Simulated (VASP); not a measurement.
Cs: single point with PBE

Crystal: Cs.

```
Cs
1.0
    -3.04333    3.04333    3.04333
     3.04333   -3.04333    3.04333
     3.04333    3.04333   -3.04333
Cs
1
Direct
  0.00000 0.00000 0.00000
```

This cell differs from its parent crystal: volume scaled by 0.960.

```
Program                : VASP 6.6.1
Task                   : single point
Functional             : PBE
Potentials or basis    : VASP PAW PBE potentials, release 64 (Cs_sv)
Cutoff                 : 520 eV
k mesh                 : 10 × 10 × 10
Occupations            : gaussian, width 0.05 eV
Spin                   : no spin polarisation
Dipole correction      : no
Further INCAR settings : ALGO = Fast; EDIFF = 1e-07; NBANDS = 10
```

| Quantity | Value |
| --- | --- |
| Pressure | 0.1 GPa |

Levels at points of the mesh, in eV from the Fermi level:
| k point | band 2 | band 3 | band 4 | band 5 | band 6 | band 7 |
| --- | --- | --- | --- | --- | --- | --- |
| (0.00, 0.00, 0.00) | -10.60 | -10.60 | -10.60 | -1.71 | 2.49 | 2.49 |
| (0.50, 0.00, 0.00) | -10.75 | -10.65 | -10.60 | 0.01 | 0.88 | 1.63 |
| (0.50, 0.50, 0.50) | -10.71 | -10.71 | -10.71 | 0.62 | 0.62 | 3.05 |

Wall time 20 s on 1 thread of Intel(R) Xeon(R) 6975P-C (Granite Rapids), with other jobs on the host, peak memory 0.25 GiB.

Caveat: spin-orbit coupling is left out, which moves the levels of the heavy elements.
